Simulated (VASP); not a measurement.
# Hf (P6_3/mmc) in VASP: notebook, part 2 of 2

VASP 6.6.1. Earlier steps stand in the parts before.

### Step 5. Single point, PBE

INCAR

```
ALGO = Normal ; EDIFF = 1E-7
ENCUT = 520 ; GGA = PE
ISIF = 2 ; ISMEAR = 1
LASPH = T ; LCHARG = F
LREAL = F ; LWAVE = F
NBANDS = 17 ; NELM = 60
PREC = Accurate ; SIGMA = 0.6
```

KPOINTS

```
k-points
0
Gamma
  11 11 6
```

POSCAR

```
Hf
1.0
    3.2045059552      0.0000000000      0.0000000000
   -1.6022529776      2.7751835638      0.0000000000
    0.0000000000      0.0000000000      5.0738215932
Hf
2
Direct
    0.3333333333      0.6666666667      0.2500000000
    0.6666666667      0.3333333333      0.7500000000
```

Potentials or basis: VASP PAW PBE potentials, release 64 (Hf_pv).

Command:

```sh
$ cat potpaw_PBE.64/Hf_pv/POTCAR > POTCAR
$ mpirun -np 1 vasp_std > vasp.out
```

OUTCAR:

```text
EDIFF = 1E-7
   ENCUT = 520
   GGA = PE
   ISIF = 2
   ISMEAR = 1
   LASPH = T
   LREAL = F
   NELM = 60
   PREC = Accurate

 ion  position               nearest neighbor table
   1  0.333  0.667  0.250-   2 3.14   2 3.14   2 3.14   2 3.14   2 3.14   2 3.14
   2  0.667  0.333  0.750-   1 3.14   1 3.14   1 3.14   1 3.14   1 3.14   1 3.14

  LATTYP: Found a hexagonal cell.
 ALAT       =     3.2045059552
 C/A-ratio  =     1.5833397298

  Lattice vectors:

 A1 = (   3.2045059552,   0.0000000000,   0.0000000000)
 A2 = (  -1.6022529776,   2.7751835638,   0.0000000000)
 A3 = (   0.0000000000,   0.0000000000,   5.0738215932)

Analysis of symmetry for initial positions (statically):
=====================================================================
 Subroutine PRICEL returns:
 Original cell was already a primitive cell.

 Routine SETGRP: Setting up the symmetry group for a
 hexagonal supercell.

 Subroutine GETGRP returns: Found 24 space group operations
 (whereof 12 operations were pure point group operations)
 out of a pool of 24 trial point group operations.

The static configuration has the point symmetry D_3d.
 The point group associated with its full space group is D_6h.

Analysis of symmetry for dynamics (positions and initial velocities):
=====================================================================
 Subroutine PRICEL returns:
 Original cell was already a primitive cell.

 Routine SETGRP: Setting up the symmetry group for a
 hexagonal supercell.

 Subroutine GETGRP returns: Found 24 space group operations
 (whereof 12 operations were pure point group operations)
 out of a pool of 24 trial point group operations.

The dynamic configuration has the point symmetry D_3d.
 The point group associated with its full space group is D_6h.

 Subroutine INISYM returns: Found 24 space group operations
 (whereof 12 operations are pure point group operations),
 and found     1 'primitive' translations

----------------------------------------------------------------------------------------

                                     Primitive cell

  volume of cell :      45.1220

  direct lattice vectors                    reciprocal lattice vectors
     3.204505955  0.000000000  0.000000000     0.312060584  0.180168262  0.000000000
    -1.602252978  2.775183564  0.000000000     0.000000000  0.360336524  0.000000000
     0.000000000  0.000000000  5.073821593     0.000000000  0.000000000  0.197090099

  length of vectors
     3.204505955  3.204505955  5.073821593     0.360336524  0.360336524  0.197090099

  position of ions in fractional coordinates (direct lattice)
     0.333333333  0.666666667  0.250000000
     0.666666667  0.333333333  0.750000000

  ion indices of the primitive-cell ions
   primitive index   ion index
                 1           1
                 2           2

----------------------------------------------------------------------------------------

 KPOINTS: k-points

Automatic generation of k-mesh.
 Grid dimensions read from file:
 generate k-points for:   11   11    6

 Generating k-lattice:

  Cartesian coordinates                     Fractional coordinates (reciprocal lattice)
     0.028369144  0.016378933  0.000000000     0.090909091  0.000000000  0.000000000
     0.000000000  0.032757866  0.000000000     0.000000000  0.090909091  0.000000000
     0.000000000  0.000000000  0.032848350     0.000000000  0.000000000  0.166666667

  Length of vectors
     0.032757866  0.032757866  0.032848350

  Shift w.r.t. Gamma in fractional coordinates (k-lattice)
     0.000000000  0.000000000  0.000000000

 Subroutine IBZKPT returns following result:
 ===========================================

 Found     64 irreducible k-points:

 Following reciprocal coordinates:
            Coordinates               Weight
  0.000000  0.000000  0.000000      1.000000
  0.090909 -0.000000  0.000000      6.000000
  0.181818 -0.000000  0.000000      6.000000
  0.272727  0.000000  0.000000      6.000000
  0.363636 -0.000000  0.000000      6.000000
  0.454545 -0.000000  0.000000      6.000000
[... 16 lines left out ...]
  0.090909  0.090909  0.166667     12.000000
  0.181818  0.090909  0.166667     24.000000
 [... further k-points ...]
   k-points           NKPTS =     64   k-points in BZ     NKDIM =     64   number of bands    NBANDS=     17
   number of dos      NEDOS =    301   number of ions     NIONS =      2
   total plane-waves  NPLWV =  23040
   dimension x,y,z NGX =    24 NGY =   24 NGZ =   40
   dimension x,y,z NGXF=    48 NGYF=   48 NGZF=   80
   ions per type =               2
   NGX,Y,Z   is equivalent  to a cutoff of  12.45, 12.45, 13.11 a.u.
   NGXF,Y,Z  is equivalent  to a cutoff of  24.90, 24.90, 26.21 a.u.
 SYSTEM =  unknown system
   PREC   = accura    normal or accurate (medium, high low for compatibility)
   ISTART =      0    job   : 0-new  1-cont  2-samecut
   ICHARG =      2    charge: 1-file 2-atom 10-const
   ISPIN  =      1    spin polarized calculation?
   LNONCOLLINEAR =      F non collinear calculations
   LSORBIT =      F    spin-orbit coupling
   LASPH  =      T    aspherical Exc in radial PAW
   ENCUT  =  520.0 eV  38.22 Ry    6.18 a.u.   5.96  5.96  9.43*2*pi/ulx,y,z
   NELM   =     60;   NELMIN=  2; NELMDL= -5     # of ELM steps
   EDIFF  = 0.1E-06   stopping-criterion for ELM
   LREAL  =      F    real-space projection
   EDIFFG = 0.1E-05   stopping-criterion for IOM
   NSW    =      0    number of steps for IOM
   IBRION =     -1    ionic relax: 0-MD 1-quasi-New 2-CG
   NFREE  =      0    steps in history (QN), initial steepest desc. (CG)
   ISIF   =      2    stress and relaxation
   ISYM   =      2    0-nonsym 1-usesym 2-fastsym
   POTIM  = 0.5000    time-step for ionic-motion
   TEBEG  =    0.0;   TEEND  =   0.0 temperature during run
   PSTRESS=    0.0 pullay stress
   NELECT =      20.0000    total number of electrons
   NUPDOWN=      -1.0000    fix difference up-down
   EMIN   =  10.00;   EMAX   =-10.00  energy-range for DOS
   EFERMI =   0.00;   METHOD = LEGACY
   ISMEAR =     1;   SIGMA  =   0.60  broadening in eV -4-tet -1-fermi 0-gaus
   EFERMI_NEDOS =   21; number of points for ismear=-14 and -15
   IALGO  =     38    algorithm
   IMIX   =      4    mixing-type and parameters
     AMIX     =   0.40;   BMIX     =  1.00
     AMIX_MAG =   1.60;   BMIX_MAG =  1.00
  volume/ion in A,a.u.               =      22.56       152.25
  Fermi-wavevector in a.u.,A,eV,Ry     =   1.248213  2.358781 21.198375  1.558037
  Thomas-Fermi vector in A             =   2.382310
   LORBIT       =      0    0 simple, 1 ext, 2 COOP (PROOUT), +10 PAW based schemes
   GGA     = PE    functional components
   LHFCALC =     F    Hartree Fock is set to
   AEXX    =    0.0000 exact exchange contribution
   IVDW    =     0    specifies the selected vdW correction
   LEPSILON=     F    determine dielectric tensor
   LRPA    =     F    only Hartree local field effects (RPA)
 non-spin polarized calculation
 Methfessel and Paxton  Order N= 1 SIGMA  =   0.60
  energy-cutoff  :      520.00
  volume of cell :       45.12
 maximum number of plane-waves:      1231
 NGX is ok and might be reduce to    24
   NGX = 11   NGY = 11   NGZ = 19

 number of electron      20.0000006 magnetization

 Free energy of the ion-electron system (eV)
  ---------------------------------------------------
  ext. energy  EPLUGINS =         0.00000000
  ---------------------------------------------------
  free energy    TOTEN  =       -19.82512576 eV

  energy without entropy =      -19.89127597  energy(sigma->0) =      -19.84717583

 E-fermi :   4.8252     XC(G=0): -11.2451

 val. band max:        4.8237142129   @ k =   0.0909  -0.0000   0.5000
 cond. band min:       4.9000961887   @ k =   0.2727   0.1818   0.5000
 fundamental gap:      0.0763819758
 Fermi energy:         4.8252372842

 k-point     1 :       0.0000    0.0000    0.0000
  band No.  band energies     occupation
      1     -26.2184      2.00000
      2     -25.5013      2.00000
      3     -25.5013      2.00000
      4     -25.3774      2.00000
      5     -25.3774      2.00000
      6     -25.3773      2.00000
[... 9 lines left out ...]
     16       7.4871     -0.00000
     17      10.1503     -0.00000
[... 441 lines left out ...]
 k-point    24 :       0.1818    0.0909    0.1667
  band No.  band energies     occupation
      1     -26.0638      2.00000
      2     -25.7239      2.00000
      3     -25.6887      2.00000
      4     -25.5720      2.00000
      5     -25.4513      2.00000
      6     -25.4386      2.00000
[... 9 lines left out ...]
     16       8.5365     -0.00000
     17      10.6596     -0.00000

 [... further k-points ...]
[... 5 lines left out ...]
  --------------------------------------------------------------------------------------
  -------------------------------------------------------------------------------------
  Total       -0.1825505     -0.1825505     -0.2778325      0.0000000      0.0000000     -0.0000000
  in kB       -6.4819480     -6.4819480     -9.8651960      0.0000000      0.0000000     -0.0000000
  external PRESSURE =      -7.6096973 kB  Pullay stress =       0.0000000 kB

 VOLUME and BASIS-vectors are now :
 -----------------------------------------------------------------------------
  energy-cutoff  :      520.00
  volume of cell :       45.12
      direct lattice vectors                 reciprocal lattice vectors
     3.204505955  0.000000000  0.000000000     0.312060584  0.180168262  0.000000000
    -1.602252978  2.775183564  0.000000000     0.000000000  0.360336524  0.000000000
     0.000000000  0.000000000  5.073821593     0.000000000  0.000000000  0.197090099

 POSITION                                       TOTAL-FORCE (eV/Angst)
 -----------------------------------------------------------------------------------
     -0.00000      1.85012      1.26846        -0.000000      0.000000      0.000000
      1.60225      0.92506      3.80537         0.000000      0.000000      0.000000
 -----------------------------------------------------------------------------------
    total drift:                               -0.000000      0.000000     -0.000000

  FREE ENERGIE OF THE ION-ELECTRON SYSTEM (eV)
  ---------------------------------------------------
  free  energy   TOTEN  =       -19.8251257568 eV

  energy  without entropy=      -19.8912759680  energy(sigma->0) =      -19.84717583
```

OSZICAR:

```text
N       E                     dE             d eps       ncg     rms          rms(c)
DAV:   1     0.517367050382E+02    0.51737E+02   -0.11328E+04  2176   0.111E+03
DAV:   2    -0.186189038506E+02   -0.70356E+02   -0.68671E+02  2798   0.250E+02
DAV:   3    -0.205347551638E+02   -0.19159E+01   -0.18971E+01  2772   0.276E+01
DAV:   4    -0.205520111163E+02   -0.17256E-01   -0.17241E-01  2758   0.304E+00
DAV:   5    -0.205521817407E+02   -0.17062E-03   -0.17060E-03  2806   0.275E-01    0.647E+01
DAV:   6    -0.200195787136E+02    0.53260E+00   -0.50264E-01  2558   0.456E+00    0.383E+01
DAV:   7    -0.198356610182E+02    0.18392E+00   -0.84469E-01  2642   0.566E+00    0.186E+00
DAV:   8    -0.198250318561E+02    0.10629E-01   -0.53930E-02  2496   0.151E+00    0.302E-01
DAV:   9    -0.198251371493E+02   -0.10529E-03   -0.11628E-03  2948   0.242E-01    0.193E-01
DAV:  10    -0.198251226746E+02    0.14475E-04   -0.65234E-05  2608   0.535E-02    0.238E-01
DAV:  11    -0.198251256396E+02   -0.29650E-05   -0.68057E-06  2817   0.187E-02    0.139E-02
DAV:  12    -0.198251257898E+02   -0.15026E-06   -0.50371E-07  2736   0.454E-03    0.336E-03
DAV:  13    -0.198251257568E+02    0.33053E-07   -0.17893E-08  1560   0.108E-03
   1 F= -.19825126E+02 E0= -.19847176E+02  d E =0.661502E-01
```

stdout:

```text
POSCAR found type information on POSCAR Hf
 POSCAR found :  1 types and       2 ions
 scaLAPACK will be used
 LDA part: xc-table for (Slater+PW92), standard interpolation
 POSCAR, INCAR and KPOINTS ok, starting setup
 FFT: planning ... GRIDC
 FFT: planning ... GRID_SOFT
 FFT: planning ... GRID
 WAVECAR not read
 entering main loop
```

It took 47 s on 1 thread of Intel Xeon 8259CL, shared host; peak memory 0.18 GiB.

Results:

| Item | Value |
| --- | --- |
| Free energy | -19.8251 eV |
| Pressure | -0.8 GPa |
| Band gap on the k mesh | zero (band 10 reaches 6.04 eV, above the bottom of band 11 at 4.56 eV) |

Caveat: spin-orbit coupling is left out, which moves the levels of the heavy elements.

### Step 6. Overview

```tsv
smearing	gap on the mesh (eV)	pressure (GPa)
fermi-dirac 0.3 eV	none	0.6
fermi-dirac 0.6 eV	none	4.0
methfessel-paxton 0.3 eV	none	-0.5
methfessel-paxton 0.6 eV	none	-0.8
```

Alike in all rows: task single point; level PBE; potentials or basis VASP PAW PBE potentials, release 64 (Hf_pv); no spin polarisation; cell as given; k mesh 11 × 11 × 6; cutoff (eV) 520.

Every run on the cell as given and a fine mesh finds a metal.

Caveats: spin-orbit coupling is left out, which moves the levels of the heavy elements.

Total energies depend on the potentials used, so only differences within one code and one set of settings carry meaning.
